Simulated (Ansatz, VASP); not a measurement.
# Two plane-wave programs on LuGeO

The input INCAR:

```
SYSTEM = LuGeO
PREC     = Accurate       ! precision mode
ENCUT    = 600            ! plane-wave cutoff, eV
EDIFF    = 1E-7           ! SCF threshold, eV
ISMEAR   = 0              ! smearing method
SIGMA    = 0.1            ! smearing width, eV
LREAL    = .FALSE.        ! projectors in reciprocal space
LASPH    = .TRUE.         ! aspherical terms in the spheres
NELM     = 100            ! most SCF steps
ALGO     = Normal         ! electronic algorithm
ISIF     = 3              ! what is computed and relaxed
LWAVE    = .FALSE.        ! write WAVECAR
LCHARG   = .FALSE.        ! write CHGCAR
GGA      = PE             ! functional
IBRION   = 2              ! ionic algorithm
NSW      = 100            ! ionic steps
EDIFFG   = -0.01          ! ionic threshold
```

Contents of KPOINTS:

```
regular mesh
0
G
  12 12 12
  0 0 0
```

File POSCAR:

```
LuGeO
1.0
    3.9295215203      0.0000000000      0.0000000000
   -1.9647607602      3.4030654613      0.0000000000
    0.0000000000      0.0000000000      3.7894410601
Lu Ge O
1 1 1
Direct
    0.6666666667      0.3333333333      0.0000000000
    0.0000000000      0.0000000000      0.5000000000
    0.3333333333      0.6666666667      0.5000000000
```

Input for Ansatz:

```yaml
crystal:
  lattice:
    - [3.9295215203, 0.0, 0.0]
    - [-1.9647607602, 3.4030654613, 0.0]
    - [0.0, 0.0, 3.7894410601]
  atoms:
    - { symbol: Lu, position: [0.6666666667, 0.3333333333, 0.0] }
    - { symbol: Ge, position: [0.0, 0.0, 0.5] }
    - { symbol: O, position: [0.3333333333, 0.6666666667, 0.5] }
basis:
  ecutwfc: 420
kpoints:
  mp_grid: { grid: [12, 12, 12] }
hamiltonian:
  xc: pbe
scf:
  occupations: { method: gaussian, width: 0.1 }
output:
  forces: true
  stress: true
  eigenvalues: true
relax:
  adjacent_minimum: "off"
  f_tol: 0.01
  max_steps: 80
  cell: { stress_tol: 0.05 }
```

Change from the starting cell: species swapped into the ErCuSi type (P-6m2, No. 187).

Alike in both runs: task relaxation of cell and atoms; functional PBE; k mesh 12 × 12 × 12; occupations gaussian, width 0.1 eV; no spin polarisation.

```csv
,VASP,Ansatz
version,VASP 6.6.1,Ansatz 0.2.0
potentials or method,"VASP PAW PBE potentials, release 64 (Lu, Ge_d, O), cutoff 600 eV","scalar-relativistic, plane waves, PAW"
valence electrons in the cell,45,45
```

Ansatz gave:

```
gap on the k mesh at the Fermi level, each at its own relaxed structure (eV) : none
relaxed volume (Å³/atom)                                                     : 16.68
relaxed cell length with the largest relative difference (Å)                 : 4.092
```

Problem. Which values does VASP return?

Solution. gap on the k mesh at the Fermi level, each at its own relaxed structure (eV): none; relaxed volume (Å³/atom): 16.72; relaxed cell length with the largest relative difference (Å): 4.095.

A gap of «none» marks a metal or a gap that the smearing closes.

Spin-orbit coupling is off throughout.
